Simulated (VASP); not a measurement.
# SrTl in VASP: a series of runs

The runs below take SrTl through single point, with LDA.

Program: VASP 6.6.1. These are calculated values, not measurements. Logs are shortened: lines on timing, memory, paths and dates and some standing lists are left out, and cuts for length are marked.

## 1. The cell of the first run

The structure is cubic, space group Pm-3m (No. 221). The conventional cell has a = 4.032 Å, b = 4.032 Å, c = 4.032 Å, α = 90.00°, β = 90.00°, γ = 90.00°. Within 4.6 Å of Sr (site symmetry m-3m) lie 8 Tl at 3.49 Å and 6 Sr at 4.03 Å. Within 4.6 Å of Tl (site symmetry m-3m) lie 8 Sr at 3.49 Å and 6 Tl at 4.03 Å.

## 2. Single point, LDA

INCAR reads:

```
SYSTEM = SrTl
PREC = Accurate
ENCUT = 500
EDIFF = 1E-6
ISMEAR = -1
SIGMA = 0.05
LREAL = .False.
LASPH = .True.
NELM = 120
ALGO = Normal
ISIF = 2
LWAVE = .False.
LCHARG = .False.
NBANDS = 18
GGA_COMPAT = .False.
```

KPOINTS reads:

```
regular mesh
0
Gamma
  5 5 5
  0 0 0
```

POSCAR reads:

```
SrTl
1.0
    4.0320000000      0.0000000000      0.0000000000
    0.0000000000      4.0320000000      0.0000000000
    0.0000000000      0.0000000000      4.0320000000
Sr Tl
1 1
Direct
    0.0000000000      0.0000000000      0.0000000000
    0.5000000000      0.5000000000      0.5000000000
```

Potentials or basis: VASP PAW LDA potentials, release 64 (Sr_sv, Tl_d).

Started as:

```bash
cat potpaw_LDA.64/Sr_sv/POTCAR potpaw_LDA.64/Tl_d/POTCAR > POTCAR
mpirun -np 1 vasp_std > vasp.out
```

OUTCAR:

```text
SYSTEM = SrTl
   PREC = Accurate
   ENCUT = 500
   EDIFF = 1E-6
   ISMEAR = -1
   LREAL = .False.
   LASPH = .True.
   NELM = 120
   ISIF = 2

 ion  position               nearest neighbor table
   1  0.000  0.000  0.000-   2 3.49   2 3.49   2 3.49   2 3.49   2 3.49   2 3.49   2 3.49   2 3.49

   2  0.500  0.500  0.500-   1 3.49   1 3.49   1 3.49   1 3.49   1 3.49   1 3.49   1 3.49   1 3.49

  LATTYP: Found a simple cubic cell.
 ALAT       =     4.0320000000

  Lattice vectors:

 A1 = (   4.0320000000,   0.0000000000,   0.0000000000)
 A2 = (   0.0000000000,   4.0320000000,   0.0000000000)
 A3 = (   0.0000000000,   0.0000000000,   4.0320000000)

Analysis of symmetry for initial positions (statically):
=====================================================================
 Subroutine PRICEL returns:
 Original cell was already a primitive cell.

 Routine SETGRP: Setting up the symmetry group for a
 simple cubic supercell.

 Subroutine GETGRP returns: Found 48 space group operations
 (whereof 48 operations were pure point group operations)
 out of a pool of 48 trial point group operations.

The static configuration has the point symmetry O_h .

Analysis of symmetry for dynamics (positions and initial velocities):
=====================================================================
 Subroutine PRICEL returns:
 Original cell was already a primitive cell.

 Routine SETGRP: Setting up the symmetry group for a
 simple cubic supercell.

 Subroutine GETGRP returns: Found 48 space group operations
 (whereof 48 operations were pure point group operations)
 out of a pool of 48 trial point group operations.

The dynamic configuration has the point symmetry O_h .

 Subroutine INISYM returns: Found 48 space group operations
 (whereof 48 operations are pure point group operations),
 and found     1 'primitive' translations

----------------------------------------------------------------------------------------

                                     Primitive cell

  volume of cell :      65.5483

  direct lattice vectors                    reciprocal lattice vectors
     4.032000000  0.000000000  0.000000000     0.248015873  0.000000000  0.000000000
     0.000000000  4.032000000  0.000000000     0.000000000  0.248015873  0.000000000
     0.000000000  0.000000000  4.032000000     0.000000000  0.000000000  0.248015873

  length of vectors
     4.032000000  4.032000000  4.032000000     0.248015873  0.248015873  0.248015873

  position of ions in fractional coordinates (direct lattice)
     0.000000000  0.000000000  0.000000000
     0.500000000  0.500000000  0.500000000

  ion indices of the primitive-cell ions
   primitive index   ion index
                 1           1
                 2           2

----------------------------------------------------------------------------------------

 KPOINTS: regular mesh

Automatic generation of k-mesh.
 Grid dimensions read from file:
 generate k-points for:    5    5    5

 Generating k-lattice:

  Cartesian coordinates                     Fractional coordinates (reciprocal lattice)
     0.049603175  0.000000000  0.000000000     0.200000000  0.000000000  0.000000000
     0.000000000  0.049603175  0.000000000     0.000000000  0.200000000  0.000000000
     0.000000000  0.000000000  0.049603175     0.000000000  0.000000000  0.200000000

  Length of vectors
     0.049603175  0.049603175  0.049603175

  Shift w.r.t. Gamma in fractional coordinates (k-lattice)
     0.000000000  0.000000000  0.000000000

 Subroutine IBZKPT returns following result:
 ===========================================

 Found     10 irreducible k-points:

 Following reciprocal coordinates:
            Coordinates               Weight
  0.000000  0.000000  0.000000      1.000000
  0.200000  0.000000  0.000000      6.000000
  0.400000  0.000000  0.000000      6.000000
  0.200000  0.200000  0.000000     12.000000
  0.400000  0.200000  0.000000     24.000000
  0.400000  0.400000  0.000000     12.000000
  0.200000  0.200000  0.200000      8.000000
  0.400000  0.200000  0.200000     24.000000
  0.400000  0.400000  0.200000     24.000000
  0.400000  0.400000  0.400000      8.000000
   k-points           NKPTS =     10   k-points in BZ     NKDIM =     10   number of bands    NBANDS=     18
   number of dos      NEDOS =    301   number of ions     NIONS =      2
   total plane-waves  NPLWV =  27000
   dimension x,y,z NGX =    30 NGY =   30 NGZ =   30
   dimension x,y,z NGXF=    60 NGYF=   60 NGZF=   60
   ions per type =               1   1
   NGX,Y,Z   is equivalent  to a cutoff of  12.37, 12.37, 12.37 a.u.
   NGXF,Y,Z  is equivalent  to a cutoff of  24.74, 24.74, 24.74 a.u.
 SYSTEM =  SrTl
   PREC   = accura    normal or accurate (medium, high low for compatibility)
   ISTART =      0    job   : 0-new  1-cont  2-samecut
   ICHARG =      2    charge: 1-file 2-atom 10-const
   ISPIN  =      1    spin polarized calculation?
   LNONCOLLINEAR =      F non collinear calculations
   LSORBIT =      F    spin-orbit coupling
   LASPH  =      T    aspherical Exc in radial PAW
   ENCUT  =  500.0 eV  36.75 Ry    6.06 a.u.   7.35  7.35  7.35*2*pi/ulx,y,z
   NELM   =    120;   NELMIN=  2; NELMDL= -5     # of ELM steps
   EDIFF  = 0.1E-05   stopping-criterion for ELM
   LREAL  =      F    real-space projection
   EDIFFG = 0.1E-04   stopping-criterion for IOM
   NSW    =      0    number of steps for IOM
   IBRION =     -1    ionic relax: 0-MD 1-quasi-New 2-CG
   NFREE  =      0    steps in history (QN), initial steepest desc. (CG)
   ISIF   =      2    stress and relaxation
   ISYM   =      2    0-nonsym 1-usesym 2-fastsym
   POTIM  = 0.5000    time-step for ionic-motion
   TEBEG  =    0.0;   TEEND  =   0.0 temperature during run
   PSTRESS=    0.0 pullay stress
   NELECT =      23.0000    total number of electrons
   NUPDOWN=      -1.0000    fix difference up-down
   EMIN   =  10.00;   EMAX   =-10.00  energy-range for DOS
   EFERMI =   0.00;   METHOD = LEGACY
   ISMEAR =    -1;   SIGMA  =   0.05  broadening in eV -4-tet -1-fermi 0-gaus
   EFERMI_NEDOS =   21; number of points for ismear=-14 and -15
   IALGO  =     38    algorithm
   IMIX   =      4    mixing-type and parameters
     AMIX     =   0.40;   BMIX     =  1.00
     AMIX_MAG =   1.60;   BMIX_MAG =  1.00
  volume/ion in A,a.u.               =      32.77       221.17
  Fermi-wavevector in a.u.,A,eV,Ry     =   1.154685  2.182039 18.140618  1.333298
  Thomas-Fermi vector in A             =   2.291320
   LORBIT       =      0    0 simple, 1 ext, 2 COOP (PROOUT), +10 PAW based schemes
   GGA     = CA    functional components
   LHFCALC =     F    Hartree Fock is set to
   AEXX    =    0.0000 exact exchange contribution
   IVDW    =     0    specifies the selected vdW correction
   LEPSILON=     F    determine dielectric tensor
   LRPA    =     F    only Hartree local field effects (RPA)
 non-spin polarized calculation
  energy-cutoff  :      500.00
  volume of cell :       65.55
 maximum number of plane-waves:      1743
 NGX is ok and might be reduce to    30
   NGX = 15   NGY = 15   NGZ = 15

 number of electron      23.0000007 magnetization

 Free energy of the ion-electron system (eV)
  ---------------------------------------------------
  ext. energy  EPLUGINS =         0.00000000
  ---------------------------------------------------
  free energy    TOTEN  =        -5.81069078 eV

  energy without entropy =       -5.78576958  energy(sigma->0) =       -5.79823018

 E-fermi :   4.3917     XC(G=0):  -9.5909

 val. band max:        4.2847692383   @ k =   0.2000   0.2000   0.2000
 cond. band min:       4.4378711059   @ k =   0.2000   0.2000   0.0000
 fundamental gap:      0.1531018676
 Fermi energy:         4.3917461722

 k-point     1 :       0.0000    0.0000    0.0000
  band No.  band energies     occupation
      1     -31.3780      2.00000
      2     -13.4286      2.00000
      3     -13.4286      2.00000
      4     -13.4286      2.00000
      5      -7.2107      2.00000
      6      -7.2107      2.00000
[... 10 lines left out ...]
     17       9.2573      0.00000
     18       9.2573      0.00000

 k-point     2 :       0.2000    0.0000    0.0000
  band No.  band energies     occupation
      1     -31.3740      2.00000
      2     -13.5122      2.00000
      3     -13.4239      2.00000
      4     -13.4239      2.00000
      5      -7.2047      2.00000
      6      -7.1554      2.00000
[... 10 lines left out ...]
     17      10.1052      0.00000
     18      10.1053      0.00000

 k-point     3 :       0.4000    0.0000    0.0000
  band No.  band energies     occupation
      1     -31.3675      2.00000
      2     -13.6429      2.00000
      3     -13.4164      2.00000
      4     -13.4164      2.00000
      5      -7.1949      2.00000
      6      -7.1095      2.00000
[... 10 lines left out ...]
     17      11.3337      0.00000
     18      11.3713      0.00000

 k-point     4 :       0.2000    0.2000    0.0000
  band No.  band energies     occupation
      1     -31.3701      2.00000
      2     -13.5115      2.00000
      3     -13.4942      2.00000
      4     -13.4177      2.00000
      5      -7.1771      2.00000
      6      -7.1246      2.00000
[... 10 lines left out ...]
     17       8.7586      0.00000
     18      10.9184      0.00000

 k-point     5 :       0.4000    0.2000    0.0000
  band No.  band energies     occupation
      1     -31.3637      2.00000
      2     -13.6269      2.00000
      3     -13.4876      2.00000
      4     -13.4075      2.00000
      5      -7.1635      2.00000
      6      -7.1432      2.00000
[... 10 lines left out ...]
     17       9.7389      0.00000
     18      11.3259      0.00000

 k-point     6 :       0.4000    0.4000    0.0000
  band No.  band energies     occupation
      1     -31.3575      2.00000
      2     -13.6035      2.00000
      3     -13.5972      2.00000
      4     -13.3931      2.00000
      5      -7.1951      2.00000
      6      -7.1382      2.00000
[... 10 lines left out ...]
     17       9.9645      0.00000
     18       9.9728      0.00000

 k-point     7 :       0.2000    0.2000    0.2000
  band No.  band energies     occupation
      1     -31.3662      2.00000
      2     -13.5042      2.00000
      3     -13.4889      2.00000
      4     -13.4889      2.00000
      5      -7.1228      2.00000
      6      -7.1228      2.00000
[... 10 lines left out ...]
     17      10.2618      0.00000
     18      10.2618      0.00000

 k-point     8 :       0.4000    0.2000    0.2000
  band No.  band energies     occupation
      1     -31.3599      2.00000
      2     -13.6141      2.00000
      3     -13.4803      2.00000
      4     -13.4789      2.00000
      5      -7.1596      2.00000
      6      -7.1238      2.00000
[... 10 lines left out ...]
     17      10.1001      0.00000
     18      11.3777      0.00000

 k-point     9 :       0.4000    0.4000    0.2000
  band No.  band energies     occupation
      1     -31.3538      2.00000
      2     -13.5952      2.00000
      3     -13.5915      2.00000
      4     -13.4665      2.00000
      5      -7.1819      2.00000
      6      -7.1397      2.00000
[... 10 lines left out ...]
     17      10.4334      0.00000
     18      10.7661      0.00000

 k-point    10 :       0.4000    0.4000    0.4000
  band No.  band energies     occupation
      1     -31.3476      2.00000
      2     -13.5822      2.00000
      3     -13.5822      2.00000
      4     -13.5816      2.00000
      5      -7.1615      2.00000
      6      -7.1417      2.00000
[... 10 lines left out ...]
     17      11.1288      0.00000
     18      11.1289      0.00000

------------------------ aborting loop because EDIFF is reached ----------------------------------------

  FORCE on cell =-STRESS in cart. coord.  units (eV):
  Direction    XX          YY          ZZ          XY          YZ          ZX
  --------------------------------------------------------------------------------------
  -------------------------------------------------------------------------------------
  Total       -0.4761122     -0.4761122     -0.4761122      0.0000000      0.0000000     -0.0000000
  in kB      -11.6374630    -11.6374630    -11.6374630      0.0000000      0.0000000     -0.0000000
  external PRESSURE =     -11.6374630 kB  Pullay stress =       0.0000000 kB

 VOLUME and BASIS-vectors are now :
 -----------------------------------------------------------------------------
  energy-cutoff  :      500.00
  volume of cell :       65.55
      direct lattice vectors                 reciprocal lattice vectors
     4.032000000  0.000000000  0.000000000     0.248015873  0.000000000  0.000000000
     0.000000000  4.032000000  0.000000000     0.000000000  0.248015873  0.000000000
     0.000000000  0.000000000  4.032000000     0.000000000  0.000000000  0.248015873

 POSITION                                       TOTAL-FORCE (eV/Angst)
 -----------------------------------------------------------------------------------
      0.00000      0.00000      0.00000         0.000000      0.000000      0.000000
      2.01600      2.01600      2.01600         0.000000      0.000000      0.000000
 -----------------------------------------------------------------------------------
    total drift:                                0.000000      0.000000      0.000000

  FREE ENERGIE OF THE ION-ELECTRON SYSTEM (eV)
  ---------------------------------------------------
  free  energy   TOTEN  =        -5.8106907806 eV

  energy  without entropy=       -5.7857695796  energy(sigma->0) =       -5.79823018
```

Wall time 9.8 s (1 thread of AMD EPYC 7R13 (Zen 3), shared host); peak memory 0.12 GiB.

Results:

```yaml
Free_energy: -5.8107 eV
Pressure: -1.2 GPa
```

Levels at points of the mesh, in eV from the Fermi level:
```tsv
k point	band 7	band 8	band 9	band 10	band 11	band 12	band 13	band 14	band 15	band 16
(0.00, 0.00, 0.00)	-11.48	-11.48	-11.48	-8.08	1.05	1.05	2.71	2.71	2.71	4.19
```

Caveat: spin-orbit coupling is left out, which moves the levels of the heavy elements.

## 3. Single point, LDA

INCAR reads:

```
SYSTEM = SrTl
PREC = Accurate
ENCUT = 500
EDIFF = 1E-6
ISMEAR = -1
SIGMA = 0.05
LREAL = .FALSE.
LASPH = .TRUE.
NELM = 120
ALGO = Normal
ISIF = 2
LWAVE = .FALSE.
LCHARG = .FALSE.
GGA = CA
NBANDS = 18
GGA_COMPAT = .FALSE.
```

KPOINTS reads:

```
regular mesh
0
G
  5 5 5
  0 0 0
```

Changes to POSCAR since step 2:

```diff
@@ -8,3 +8,3 @@
 Direct
-    0.0000000000      0.0000000000      0.0000000000
+    0.0000000000      0.0000000000     -0.0248015873
     0.5000000000      0.5000000000      0.5000000000
```

Potentials or basis: VASP PAW LDA potentials, release 64 (Sr_sv, Tl_d).

Started as:

```bash
cat potpaw_LDA.64/Sr_sv/POTCAR potpaw_LDA.64/Tl_d/POTCAR > POTCAR
mpirun -np 1 vasp_std > vasp.out
```

Run time: 16 s. Hardware: 1 thread of AMD EPYC 7R13 (Zen 3), shared host; peak memory 0.13 GiB.

It converged, with:

- Free energy: -5.8039 eV
- Pressure: -1.1 GPa
- Largest force: 0.139 eV/Å

Forces in eV/Å, atoms in the order of the input:
```
Sr   0.000  0.000  0.139
Tl   0.000  0.000 -0.139
```

Levels at points of the mesh, in eV from the Fermi level:
```tsv
k point	band 8	band 9	band 10	band 11	band 12	band 13	band 14	band 15
(0.00, 0.00, 0.00)	-11.49	-11.49	-8.08	1.01	1.05	2.70	2.70	2.77
```

Caveat: spin-orbit coupling is left out, which moves the levels of the heavy elements.
